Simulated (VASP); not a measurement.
Co: single point with PBEsol

Co:

```
Co
1.0
     3.74922    0.00000    0.00000
    -1.87461    3.24692    0.00000
     0.00000    0.00000    2.29640
Co
3
Direct
  0.00000 0.00000 0.00000
  0.33333 0.66667 0.50000
  0.66667 0.33333 0.50000
```

This isn't the form of Co at room conditions, which is hcp.

```
Program             : VASP 6.6.1
Task                : single point
Functional          : PBEsol
Potentials or basis : VASP PAW PBE potentials, release 64 (Co)
Cutoff              : 520 eV
k mesh              : 11 × 11 × 15
Occupations         : fermi-dirac, width 0.1 eV
Spin                : no spin polarisation
```

```
Pressure               : 26.0 GPa
Band gap on the k mesh : zero (an odd number of electrons rules out a gap without spin polarisation)
```

Stress tensor (GPa, compression positive):
```
26.34  0.00  0.00
 0.00 26.34  0.00
 0.00  0.00 25.25
```

Levels at points of the mesh, in eV from the Fermi level:
| k point | band 12 | band 13 | band 14 | band 15 | band 16 | band 17 |
| --- | --- | --- | --- | --- | --- | --- |
| (0.00, 0.00, 0.00) | -1.16 | -1.13 | -1.13 | 0.54 | 0.54 | 7.72 |

Run time: 34 s on 1 thread of Intel(R) Xeon(R) 6975P-C (Granite Rapids), with other jobs on the host, peak memory 0.18 GiB.

Caveat: the cell stands under pressure; the PAW data sets were made with another functional, which shifts forces and pressure a little; the run has no spin polarisation, though such a crystal can be magnetic. Spin polarisation is off, so any magnetic state and its effect on volume and gap are missing.
